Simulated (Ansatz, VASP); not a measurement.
One calculation of BN, two programs

```
B N
1.0
     0.00000    1.84020    1.86739
     1.84020    0.00000    1.86739
     1.84020    1.84020    0.00000
B N
1 1
Direct
  0.00000 0.00000 0.00000
  0.75000 0.75000 0.75000
```

Change from the starting cell: strain +0.015 along x and y, +0.030 along z, atoms carried along.

Alike in both runs: task single point; functional r2SCAN; k mesh 12 × 12 × 12; occupations gaussian, width 0.05 eV; no spin polarisation.

|  | VASP | Ansatz |
| --- | --- | --- |
| version | VASP 6.6.1 | Ansatz 0.2.0 |
| potentials or method | VASP PAW PBE potentials, release 64 (B, N), cutoff 520 eV | scalar-relativistic, plane waves, PAW |
| valence electrons in the cell | 8 | 8 |

```csv
,VASP,Ansatz,Ansatz less VASP
gap on the k mesh at the Fermi level (eV),4.76,4.78,+0.017
least direct gap on the mesh (eV),9.11,9.14,+0.031
pressure (GPa),-24.1,-25.0,-0.84
"traceless stress, the component that is largest in VASP (GPa)",-6.00,-6.01,-0.016
```

VASP's potentials were made for PBE, not for r2SCAN. With one functional, cell and mesh, what is left measures potentials, basis and numerics.
